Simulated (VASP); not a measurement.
# LaTlO2 (P4/mmm) in VASP: settings compared, part 2 of 2

VASP 6.6.1. Earlier steps stand in the parts before.

**4. Single point, r2SCAN**

Input file POSCAR:

```
LaTlO2
1.0
    3.7807354270      0.0000000000      0.0000000000
    0.0000000000      3.7807354270      0.0000000000
    0.0000000000      0.0000000000      5.0308832637
Tl O La
1 2 1
Direct
    0.0000000000      0.0000000000      0.0000000000
    0.0000000000      0.0000000000      0.5000000000
    0.5000000000      0.5000000000      0.0000000000
    0.5000000000      0.5000000000      0.5000000000
```

Input file INCAR.step1:

```
ALGO = Normal
EDIFF = 1E-4
ENCUT = 520
GGA = PE
ISMEAR = -1
LASPH = T
LCHARG = F
LREAL = F
LWAVE = T
NBANDS = 26
NELM = 60
PREC = Accurate
SIGMA = 0.02
```

Input file INCAR.step2:

```
ALGO = Normal
EDIFF = 1E-7
ENCUT = 520
ISIF = 2
ISMEAR = -1
ISTART = 1
LASPH = T
LCHARG = F
LMIXTAU = T
LREAL = F
LWAVE = F
METAGGA = R2SCAN
NBANDS = 26
NELM = 60
PREC = Accurate
SIGMA = 0.02
```

Input file KPOINTS:

```
k-points
0
Gamma
  6 6 6
```

Potentials or basis: VASP PAW PBE potentials, release 64 (Tl_d, O, La).

Command:

```console
$ cat potpaw_PBE.64/Tl_d/POTCAR potpaw_PBE.64/O/POTCAR potpaw_PBE.64/La/POTCAR > POTCAR
$ cp INCAR.step1 INCAR
$ mpirun -np 1 vasp_std > vasp.out
$ cp INCAR.step2 INCAR
$ mpirun -np 1 vasp_std > vasp.out
```

OUTCAR:

```text
EDIFF = 1E-7
   ENCUT = 520
   ISIF = 2
   ISMEAR = -1
   ISTART = 1
   LASPH = T
   LREAL = F
   METAGGA = R2SCAN
   NELM = 60
   PREC = Accurate

 ion  position               nearest neighbor table
   1  0.000  0.000  0.000-   2 2.52   2 2.52   3 2.67   3 2.67   3 2.67   3 2.67   4 3.67   4 3.67
                             4 3.67   4 3.67   4 3.67   4 3.67   4 3.67   4 3.67
   2  0.000  0.000  0.500-   1 2.52   1 2.52   4 2.67   4 2.67   4 2.67   4 2.67
   3  0.500  0.500  0.000-   4 2.52   4 2.52   1 2.67   1 2.67   1 2.67   1 2.67
   4  0.500  0.500  0.500-   3 2.52   3 2.52   2 2.67   2 2.67   2 2.67   2 2.67   1 3.67   1 3.67
                             1 3.67   1 3.67   1 3.67   1 3.67   1 3.67   1 3.67

  LATTYP: Found a simple tetragonal cell.
 ALAT       =     3.7807354270
 C/A-ratio  =     1.3306626081

  Lattice vectors:

 A1 = (   3.7807354270,   0.0000000000,   0.0000000000)
 A2 = (   0.0000000000,   3.7807354270,   0.0000000000)
 A3 = (   0.0000000000,   0.0000000000,   5.0308832637)

Analysis of symmetry for initial positions (statically):
=====================================================================
 Subroutine PRICEL returns:
 Original cell was already a primitive cell.

 Routine SETGRP: Setting up the symmetry group for a
 simple tetragonal supercell.

 Subroutine GETGRP returns: Found 16 space group operations
 (whereof 16 operations were pure point group operations)
 out of a pool of 16 trial point group operations.

The static configuration has the point symmetry D_4h.

Analysis of symmetry for dynamics (positions and initial velocities):
=====================================================================
 Subroutine PRICEL returns:
 Original cell was already a primitive cell.

 Routine SETGRP: Setting up the symmetry group for a
 simple tetragonal supercell.

 Subroutine GETGRP returns: Found 16 space group operations
 (whereof 16 operations were pure point group operations)
 out of a pool of 16 trial point group operations.

The dynamic configuration has the point symmetry D_4h.

 Subroutine INISYM returns: Found 16 space group operations
 (whereof 16 operations are pure point group operations),
 and found     1 'primitive' translations

----------------------------------------------------------------------------------------

                                     Primitive cell

  volume of cell :      71.9112

  direct lattice vectors                    reciprocal lattice vectors
     3.780735427  0.000000000  0.000000000     0.264498804  0.000000000  0.000000000
     0.000000000  3.780735427  0.000000000     0.000000000  0.264498804  0.000000000
     0.000000000  0.000000000  5.030883264     0.000000000  0.000000000  0.198772253

  length of vectors
     3.780735427  3.780735427  5.030883264     0.264498804  0.264498804  0.198772253

  position of ions in fractional coordinates (direct lattice)
     0.000000000  0.000000000  0.000000000
     0.000000000  0.000000000  0.500000000
     0.500000000  0.500000000  0.000000000
     0.500000000  0.500000000  0.500000000

  ion indices of the primitive-cell ions
[... 23 lines left out ...]

  Shift w.r.t. Gamma in fractional coordinates (k-lattice)
     0.000000000  0.000000000  0.000000000

 Subroutine IBZKPT returns following result:
 ===========================================

 Found     40 irreducible k-points:

 Following reciprocal coordinates:
            Coordinates               Weight
  0.000000  0.000000  0.000000      1.000000
  0.166667  0.000000  0.000000      4.000000
  0.333333  0.000000  0.000000      4.000000
  0.500000  0.000000  0.000000      2.000000
  0.166667  0.166667  0.000000      4.000000
  0.333333  0.166667  0.000000      8.000000
[... 16 lines left out ...]
  0.333333  0.000000  0.333333      8.000000
  0.500000  0.000000  0.333333      4.000000
 [... further k-points ...]
   k-points           NKPTS =     40   k-points in BZ     NKDIM =     40   number of bands    NBANDS=     26
   number of dos      NEDOS =    301   number of ions     NIONS =      4
   total plane-waves  NPLWV =  31360
   dimension x,y,z NGX =    28 NGY =   28 NGZ =   40
   dimension x,y,z NGXF=    56 NGYF=   56 NGZF=   80
   ions per type =               1   2   1
   NGX,Y,Z   is equivalent  to a cutoff of  12.31, 12.31, 13.22 a.u.
   NGXF,Y,Z  is equivalent  to a cutoff of  24.62, 24.62, 26.44 a.u.
 SYSTEM =  unknown system
   PREC   = accura    normal or accurate (medium, high low for compatibility)
   ISTART =      1    job   : 0-new  1-cont  2-samecut
   ICHARG =      0    charge: 1-file 2-atom 10-const
   ISPIN  =      1    spin polarized calculation?
   LNONCOLLINEAR =      F non collinear calculations
   LSORBIT =      F    spin-orbit coupling
   LASPH  =      T    aspherical Exc in radial PAW
   ENCUT  =  520.0 eV  38.22 Ry    6.18 a.u.   7.03  7.03  9.35*2*pi/ulx,y,z
   NELM   =     60;   NELMIN=  2; NELMDL=  0     # of ELM steps
   EDIFF  = 0.1E-06   stopping-criterion for ELM
   LREAL  =      F    real-space projection
   EDIFFG = 0.1E-05   stopping-criterion for IOM
   NSW    =      0    number of steps for IOM
   IBRION =     -1    ionic relax: 0-MD 1-quasi-New 2-CG
   NFREE  =      0    steps in history (QN), initial steepest desc. (CG)
   ISIF   =      2    stress and relaxation
   ISYM   =      2    0-nonsym 1-usesym 2-fastsym
   POTIM  = 0.5000    time-step for ionic-motion
   TEBEG  =    0.0;   TEEND  =   0.0 temperature during run
   PSTRESS=    0.0 pullay stress
   NELECT =      36.0000    total number of electrons
   NUPDOWN=      -1.0000    fix difference up-down
   EMIN   =  10.00;   EMAX   =-10.00  energy-range for DOS
   EFERMI =   0.00;   METHOD = LEGACY
   ISMEAR =    -1;   SIGMA  =   0.02  broadening in eV -4-tet -1-fermi 0-gaus
   EFERMI_NEDOS =   21; number of points for ismear=-14 and -15
   IALGO  =     38    algorithm
   IMIX   =      4    mixing-type and parameters
     AMIX     =   0.40;   BMIX     =  1.00
     AMIX_MAG =   1.60;   BMIX_MAG =  1.00
  volume/ion in A,a.u.               =      17.98       121.32
  Fermi-wavevector in a.u.,A,eV,Ry     =   1.299900  2.456455 22.990321  1.689741
  Thomas-Fermi vector in A             =   2.431134
   LORBIT       =      0    0 simple, 1 ext, 2 COOP (PROOUT), +10 PAW based schemes
   METAGGA = R2SCAN    functional components
   LHFCALC =     F    Hartree Fock is set to
   AEXX    =    0.0000 exact exchange contribution
   IVDW    =     0    specifies the selected vdW correction
   LEPSILON=     F    determine dielectric tensor
   LRPA    =     F    only Hartree local field effects (RPA)
 non-spin polarized calculation
  energy-cutoff  :      520.00
  volume of cell :       71.91
 maximum number of plane-waves:      1964
   NGX = 15   NGY = 15   NGZ = 19

 number of electron      35.9999990 magnetization

 Free energy of the ion-electron system (eV)
  ---------------------------------------------------
  ext. energy  EPLUGINS =         0.00000000
  ---------------------------------------------------
  free energy    TOTEN  =      -103.22660823 eV

  energy without entropy =     -103.22274931  energy(sigma->0) =     -103.22467877

 E-fermi :   8.0023     XC(G=0): -11.1529

 val. band max:        7.8431214519   @ k =   0.5000   0.0000   0.1667
 cond. band min:       8.0035172735   @ k =   0.3333   0.1667   0.5000
 fundamental gap:      0.1603958215
 Fermi energy:         8.0022864599

 k-point     1 :       0.0000    0.0000    0.0000
  band No.  band energies     occupation
      1     -26.5587      2.00000
      2     -11.7639      2.00000
      3     -10.9821      2.00000
      4      -9.8596      2.00000
      5      -9.5924      2.00000
      6      -9.5924      2.00000
[... 685 lines left out ...]
     25      10.1233      0.00000
     26      10.3211      0.00000

 [... further k-points ...]

------------------------ aborting loop because EDIFF is reached ----------------------------------------

  FORCE on cell =-STRESS in cart. coord.  units (eV):
  Direction    XX          YY          ZZ          XY          YZ          ZX
  --------------------------------------------------------------------------------------
  -------------------------------------------------------------------------------------
  Total       -0.0616529     -0.0616529     -0.0400717      0.0000000      0.0000000      0.0000000
  in kB       -1.3736211     -1.3736211     -0.8927935      0.0000000      0.0000000      0.0000000
  external PRESSURE =      -1.2133453 kB  Pullay stress =       0.0000000 kB

 VOLUME and BASIS-vectors are now :
 -----------------------------------------------------------------------------
  energy-cutoff  :      520.00
  volume of cell :       71.91
      direct lattice vectors                 reciprocal lattice vectors
     3.780735427  0.000000000  0.000000000     0.264498804  0.000000000  0.000000000
     0.000000000  3.780735427  0.000000000     0.000000000  0.264498804  0.000000000
     0.000000000  0.000000000  5.030883264     0.000000000  0.000000000  0.198772253

 POSITION                                       TOTAL-FORCE (eV/Angst)
 -----------------------------------------------------------------------------------
      0.00000      0.00000      0.00000         0.000000      0.000000      0.000000
      0.00000      0.00000      2.51544         0.000000      0.000000      0.000000
      1.89037      1.89037      0.00000         0.000000      0.000000      0.000000
      1.89037      1.89037      2.51544         0.000000      0.000000      0.000000
 -----------------------------------------------------------------------------------
    total drift:                                0.000000      0.000000     -0.000000

  FREE ENERGIE OF THE ION-ELECTRON SYSTEM (eV)
  ---------------------------------------------------
  free  energy   TOTEN  =      -103.2266082267 eV

  energy  without entropy=     -103.2227493112  energy(sigma->0) =     -103.22467877
```

It took 5.6 min on 1 thread of Intel Xeon 6975P-C (Granite Rapids), shared host; peak memory 0.24 GiB.

Results:

| Property | Result |
| --- | --- |
| Free energy | -103.2266 eV |
| Pressure | -0.1 GPa |
| Band gap on the k mesh | zero (bands 18 and 19 overlap by 1.32 eV) |

Caveat: the PAW data sets were made with another functional, which shifts forces and pressure a little; spin-orbit coupling is left out, which moves the levels of the heavy elements.

**5. The runs side by side**

```csv
level,cell,k mesh,gap on the mesh (eV),pressure (GPa)
PBE,"a = 3.781, b = 3.781, c = 5.031 Å, 4 atoms",8 × 8 × 6,none,1.4
PBE,"a = 3.812, b = 3.812, c = 5.039 Å, 4 atoms",8 × 8 × 6,none,-0.1
r2SCAN,"a = 3.781, b = 3.781, c = 5.031 Å, 4 atoms",6 × 6 × 6,none,-0.1
```

Alike in all rows: task single point; potentials or basis VASP PAW PBE potentials, release 64 (Tl_d, O, La); no spin polarisation; cutoff (eV) 520; smearing fermi-dirac 0.02 eV.

Caveats: spin-orbit coupling is left out, which moves the levels of the heavy elements; the PAW data sets were made with another functional, which shifts forces and pressure a little (at least some runs).

Total energies depend on the potentials used, so only differences within one code and one set of settings carry meaning.

The gap in the log of VASP goes by the Fermi energy; the results here count the filled bands.